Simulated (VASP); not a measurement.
# Ge (Fd-3m) in VASP: density of states with PBE

Aim: the density of states of Ge with PBE.

Everything below comes from runs of VASP 6.6.1. Logs are shortened: lines on timing, memory, paths and dates and some standing lists are left out, and cuts for length are marked.

## (1) The cell of the first run

The structure is cubic, space group Fd-3m (No. 227). Conventional cell: a = 5.761 Å, b = 5.761 Å, c = 5.761 Å, α = 90.00°, β = 90.00°, γ = 90.00°. Ge (site symmetry -43m) has 4 Ge at 2.49 Å within 3.3 Å.

## (2) Density of states, PBE

Contents of POSCAR:

```
Ge
1.0
    0.0000000000      2.8805364332      2.8805364332
    2.8805364332      0.0000000000      2.8805364332
    2.8805364332      2.8805364332      0.0000000000
Ge
2
Direct
    0.0000000000      0.0000000000      0.0000000000
    0.2500000000      0.2500000000      0.2500000000
```

Contents of INCAR.step1:

```
PREC = Accurate ; ENCUT = 520
EDIFF = 1E-7 ; ISMEAR = 0
SIGMA = 0.1 ; LREAL = F
LASPH = T ; NELM = 80
ALGO = Normal ; ISIF = 2
LWAVE = F ; LCHARG = T
GGA = PE ; NBANDS = 21
```

Contents of KPOINTS.step1:

```
Automatic mesh
0
Gamma
  14 14 14
```

Contents of INCAR.step2:

```
PREC = Accurate ; ENCUT = 520
EDIFF = 1E-7 ; ISMEAR = -5
SIGMA = 0.1 ; LREAL = F
LASPH = T ; NELM = 80
ALGO = Normal ; ISIF = 2
LWAVE = F ; LCHARG = F
GGA = PE ; LORBIT = 11
NEDOS = 2001 ; ICHARG = 11
```

Contents of KPOINTS.step2:

```
Automatic mesh
0
Gamma
  21 21 21
```

Potentials or basis: VASP PAW PBE potentials, release 64 (Ge_d).

Run with:

```
cat potpaw_PBE.64/Ge_d/POTCAR > POTCAR
cp INCAR.step1 INCAR
cp KPOINTS.step1 KPOINTS
mpirun -np 1 vasp_std > vasp.out
cp INCAR.step2 INCAR
cp KPOINTS.step2 KPOINTS
mpirun -np 1 vasp_std > vasp.out
```

OUTCAR:

```text
PREC = Accurate
   ENCUT = 520
   EDIFF = 1E-7
   ISMEAR = -5
   LREAL = F
   LASPH = T
   NELM = 80
   ISIF = 2
   GGA = PE
   LORBIT = 11
   ICHARG = 11

 ion  position               nearest neighbor table
   1  0.000  0.000  0.000-   2 2.49   2 2.49   2 2.49   2 2.49
   2  0.250  0.250  0.250-   1 2.49   1 2.49   1 2.49   1 2.49

  LATTYP: Found a face centered cubic cell.
 ALAT       =     5.7610728664

  Lattice vectors:

 A1 = (   0.0000000000,   2.8805364332,   2.8805364332)
 A2 = (   2.8805364332,   0.0000000000,   2.8805364332)
 A3 = (   2.8805364332,   2.8805364332,   0.0000000000)

Analysis of symmetry for initial positions (statically):
=====================================================================
 Subroutine PRICEL returns:
 Original cell was already a primitive cell.

 Routine SETGRP: Setting up the symmetry group for a
 face centered cubic supercell.

 Subroutine GETGRP returns: Found 48 space group operations
 (whereof 24 operations were pure point group operations)
 out of a pool of 48 trial point group operations.

The static configuration has the point symmetry T_d .
 The point group associated with its full space group is O_h .

Analysis of symmetry for dynamics (positions and initial velocities):
=====================================================================
 Subroutine PRICEL returns:
 Original cell was already a primitive cell.

 Routine SETGRP: Setting up the symmetry group for a
 face centered cubic supercell.

 Subroutine GETGRP returns: Found 48 space group operations
 (whereof 24 operations were pure point group operations)
 out of a pool of 48 trial point group operations.

The dynamic configuration has the point symmetry T_d .
 The point group associated with its full space group is O_h .

 Subroutine INISYM returns: Found 48 space group operations
 (whereof 24 operations are pure point group operations),
 and found     1 'primitive' translations

----------------------------------------------------------------------------------------

                                     Primitive cell

  volume of cell :      47.8024

  direct lattice vectors                    reciprocal lattice vectors
     0.000000000  2.880536433  2.880536433    -0.173578780  0.173578780  0.173578780
     2.880536433  0.000000000  2.880536433     0.173578780 -0.173578780  0.173578780
     2.880536433  2.880536433  0.000000000     0.173578780  0.173578780 -0.173578780

  length of vectors
     4.073693691  4.073693691  4.073693691     0.300647266  0.300647266  0.300647266

  position of ions in fractional coordinates (direct lattice)
     0.000000000  0.000000000  0.000000000
     0.250000000  0.250000000  0.250000000

  ion indices of the primitive-cell ions
   primitive index   ion index
                 1           1
                 2           2

----------------------------------------------------------------------------------------

 KPOINTS: Automatic mesh

Automatic generation of k-mesh.
 Grid dimensions read from file:
 generate k-points for:   21   21   21

 Generating k-lattice:

  Cartesian coordinates                     Fractional coordinates (reciprocal lattice)
    -0.008265656  0.008265656  0.008265656     0.047619048  0.000000000  0.000000000
     0.008265656 -0.008265656  0.008265656     0.000000000  0.047619048  0.000000000
     0.008265656  0.008265656 -0.008265656     0.000000000  0.000000000  0.047619048

  Length of vectors
     0.014316536  0.014316536  0.014316536

  Shift w.r.t. Gamma in fractional coordinates (k-lattice)
     0.000000000  0.000000000  0.000000000

 TETIRR: Found   1276 inequivalent tetrahedra from    55566

 Subroutine IBZKPT returns following result:
 ===========================================

 Found    286 irreducible k-points:

 Following reciprocal coordinates:
            Coordinates               Weight
  0.000000  0.000000  0.000000      1.000000
  0.047619  0.000000  0.000000      8.000000
  0.095238  0.000000  0.000000      8.000000
  0.142857  0.000000  0.000000      8.000000
  0.190476  0.000000  0.000000      8.000000
  0.238095  0.000000  0.000000      8.000000
[... 16 lines left out ...]
 -0.428571  0.047619  0.000000     24.000000
 -0.380952  0.047619  0.000000     24.000000
 [... further k-points ...]
   k-points           NKPTS =    286   k-points in BZ     NKDIM =    286   number of bands    NBANDS=     18
   number of dos      NEDOS =   2001   number of ions     NIONS =      2
   total plane-waves  NPLWV =  27000
   dimension x,y,z NGX =    30 NGY =   30 NGZ =   30
   dimension x,y,z NGXF=    60 NGYF=   60 NGZF=   60
   ions per type =               2
   NGX,Y,Z   is equivalent  to a cutoff of  12.24, 12.24, 12.24 a.u.
   NGXF,Y,Z  is equivalent  to a cutoff of  24.49, 24.49, 24.49 a.u.
 SYSTEM =  unknown system
   PREC   = accura    normal or accurate (medium, high low for compatibility)
   ISTART =      0    job   : 0-new  1-cont  2-samecut
   ICHARG =     11    charge: 1-file 2-atom 10-const
   ISPIN  =      1    spin polarized calculation?
   LNONCOLLINEAR =      F non collinear calculations
   LSORBIT =      F    spin-orbit coupling
   LASPH  =      T    aspherical Exc in radial PAW
   ENCUT  =  520.0 eV  38.22 Ry    6.18 a.u.   7.57  7.57  7.57*2*pi/ulx,y,z
   NELM   =     80;   NELMIN=  2; NELMDL=  0     # of ELM steps
   EDIFF  = 0.1E-06   stopping-criterion for ELM
   LREAL  =      F    real-space projection
   EDIFFG = 0.1E-05   stopping-criterion for IOM
   NSW    =      0    number of steps for IOM
   IBRION =     -1    ionic relax: 0-MD 1-quasi-New 2-CG
   NFREE  =      0    steps in history (QN), initial steepest desc. (CG)
   ISIF   =      2    stress and relaxation
   ISYM   =      2    0-nonsym 1-usesym 2-fastsym
   POTIM  = 0.5000    time-step for ionic-motion
   TEBEG  =    0.0;   TEEND  =   0.0 temperature during run
   PSTRESS=    0.0 pullay stress
   NELECT =      28.0000    total number of electrons
   NUPDOWN=      -1.0000    fix difference up-down
   EMIN   =  10.00;   EMAX   =-10.00  energy-range for DOS
   EFERMI =   0.00;   METHOD = LEGACY
   ISMEAR =    -5;   SIGMA  =   0.10  broadening in eV -4-tet -1-fermi 0-gaus
   EFERMI_NEDOS =   21; number of points for ismear=-14 and -15
   IALGO  =     38    algorithm
   IMIX   =      4    mixing-type and parameters
     AMIX     =   0.40;   BMIX     =  1.00
     AMIX_MAG =   1.60;   BMIX_MAG =  1.00
  volume/ion in A,a.u.               =      23.90       161.29
  Fermi-wavevector in a.u.,A,eV,Ry     =   1.369759  2.588469 25.527788  1.876239
  Thomas-Fermi vector in A             =   2.495606
   LORBIT       =     11    0 simple, 1 ext, 2 COOP (PROOUT), +10 PAW based schemes
   GGA     = PE    functional components
   LHFCALC =     F    Hartree Fock is set to
   AEXX    =    0.0000 exact exchange contribution
   IVDW    =     0    specifies the selected vdW correction
   LEPSILON=     F    determine dielectric tensor
   LRPA    =     F    only Hartree local field effects (RPA)
 non-spin polarized calculation
 Fermi weights with tetrahedron method with Bloechl corrections
  energy-cutoff  :      520.00
  volume of cell :       47.80
 maximum number of plane-waves:      1308

 number of electron      27.9999979 magnetization

 Free energy of the ion-electron system (eV)
  ---------------------------------------------------
  ext. energy  EPLUGINS =         0.00000000
  ---------------------------------------------------
  free energy    TOTEN  =        -9.03863265 eV

  energy without entropy =       -9.03863265  energy(sigma->0) =       -9.03863265

 E-fermi :   4.4750     XC(G=0):  -9.6703

 val. band max:        4.4744942006   @ k =   0.0000   0.0000   0.0000
 cond. band min:       4.4744942007   @ k =   0.0000   0.0000   0.0000
 fundamental gap:      0.0000000001
 Fermi energy:         4.4749841995

 k-point     1 :       0.0000    0.0000    0.0000
  band No.  band energies     occupation
      1     -20.2684      2.00000
      2     -20.2684      2.00000
      3     -20.2684      2.00000
      4     -20.2359      2.00000
      5     -20.2359      2.00000
      6     -20.0534      2.00000
[... 10 lines left out ...]
     17       7.0069      0.00000
     18       7.0069      0.00000

 k-point     2 :       0.0476    0.0000    0.0000
  band No.  band energies     occupation
      1     -20.2697      2.00000
      2     -20.2697      2.00000
      3     -20.2681      2.00000
      4     -20.2342      2.00000
      5     -20.2342      2.00000
      6     -20.0561      2.00000
[... 10 lines left out ...]
     17       7.0793      0.00000
     18       7.1041      0.00000

 k-point     3 :       0.0952    0.0000    0.0000
  band No.  band energies     occupation
      1     -20.2729      2.00000
      2     -20.2729      2.00000
      3     -20.2671      2.00000
      4     -20.2297      2.00000
      5     -20.2297      2.00000
      6     -20.0612      2.00000
[... 10 lines left out ...]
     17       7.2712      0.00000
     18       7.4540      0.00000

 k-point     4 :       0.1429    0.0000    0.0000
  band No.  band energies     occupation
      1     -20.2767      2.00000
      2     -20.2767      2.00000
      3     -20.2656      2.00000
      4     -20.2241      2.00000
      5     -20.2241      2.00000
      6     -20.0665      2.00000
[... 375 lines left out ...]
      4     -20.1988      2.00000
      5     -20.1981      2.00000
      6     -20.0864      2.00000
[... 10 lines left out ...]
     17       8.2778      0.00000
     18      11.6850      0.00000

 k-point    23 :      -0.4286    0.0476    0.0000
  band No.  band energies     occupation
      1     -20.2912      2.00000
      2     -20.2906      2.00000
      3     -20.2506      2.00000
      4     -20.2003      2.00000
      5     -20.1976      2.00000
      6     -20.0875      2.00000
[... 10 lines left out ...]
     17       8.2388      0.00000
     18      11.6967      0.00000

 k-point    24 :      -0.3810    0.0476    0.0000
  band No.  band energies     occupation
      1     -20.2905      2.00000
      2     -20.2901      2.00000
      3     -20.2521      2.00000
      4     -20.2024      2.00000
      5     -20.1980      2.00000
      6     -20.0880      2.00000
[... 10 lines left out ...]
     17       8.2566      0.00000
     18      11.6486      0.00000

 [... further k-points ...]
[... 5 lines left out ...]
  --------------------------------------------------------------------------------------
  -------------------------------------------------------------------------------------
  Total       -0.0983428     -0.0983428     -0.0983428      0.0000000      0.0000000      0.0000000
  in kB       -3.2961216     -3.2961216     -3.2961216      0.0000000      0.0000000      0.0000000
  external PRESSURE =      -3.2961216 kB  Pullay stress =       0.0000000 kB

 VOLUME and BASIS-vectors are now :
 -----------------------------------------------------------------------------
  energy-cutoff  :      520.00
  volume of cell :       47.80
      direct lattice vectors                 reciprocal lattice vectors
     0.000000000  2.880536433  2.880536433    -0.173578780  0.173578780  0.173578780
     2.880536433  0.000000000  2.880536433     0.173578780 -0.173578780  0.173578780
     2.880536433  2.880536433  0.000000000     0.173578780  0.173578780 -0.173578780

 POSITION                                       TOTAL-FORCE (eV/Angst)
 -----------------------------------------------------------------------------------
      0.00000      0.00000      0.00000        -0.000000     -0.000000     -0.000000
      1.44027      1.44027      1.44027         0.000000      0.000000      0.000000
 -----------------------------------------------------------------------------------
    total drift:                                0.000000      0.000000      0.000000

  FREE ENERGIE OF THE ION-ELECTRON SYSTEM (eV)
  ---------------------------------------------------
  free  energy   TOTEN  =        -9.0386326455 eV

  energy  without entropy=       -9.0386326455  energy(sigma->0) =       -9.03863265

 total charge

# of ion       s       p       d       tot
------------------------------------------
    1        1.136   1.209  10.016  12.361
    2        1.136   1.209  10.016  12.361
--------------------------------------------------
tot          2.272   2.417  20.031  24.721
```

It took 3.3 min on 1 thread of Intel Xeon Platinum 8375C at 2.90GHz (Ice Lake), shared host; peak memory 0.3 GiB.

What came out:

```yaml
Valence_electrons_inside_the_program's_atomic_spheres: Ge 12.36
```

Caveat: tetrahedron occupations give inexact forces and stress in metals.
